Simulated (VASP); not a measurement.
PtS2, 6 atoms in the cell. The cell holds a slab with vacuum, 6 atoms: a = 3.542 Å, b = 3.542 Å, c = 22.467 Å, α = 90.00°, β = 90.00°, γ = 120.00°.  This cell differs from its parent crystal: layers slid over each other.

* Program: VASP 6.6.1
* Task: single point
* Functional: PBE
* Dispersion: D3(BJ)
* Potentials or basis: VASP PAW PBE potentials, release 64 (S, Pt)
* Cutoff: 520 eV
* k mesh: 9 × 9 × 1
* Occupations: gaussian, width 0.05 eV
* Spin: no spin polarisation
* Dipole correction: yes
* Further INCAR settings: ALGO = Normal; EDIFF = 1e-07; NBANDS = 31

Potentials or basis: VASP PAW PBE potentials, release 64 (S, Pt).

Run with:

```bash
$ cat potpaw_PBE.64/S/POTCAR potpaw_PBE.64/Pt/POTCAR > POTCAR
$ mpirun -np 1 vasp_std > vasp.out
```

Hardware: 1 thread of Intel(R) Xeon(R) Platinum 8259CL CPU @ 2.50GHz (Skylake/Cascade Lake), with other jobs on the host.

Q: Estimate the wall time of this run.

A: It took 7.7 min on 1 thread of Intel(R) Xeon(R) Platinum 8259CL CPU @ 2.50GHz (Skylake/Cascade Lake) (shared host), peak memory 0.52 GiB. Counts: scf iterations 21, k points 41.
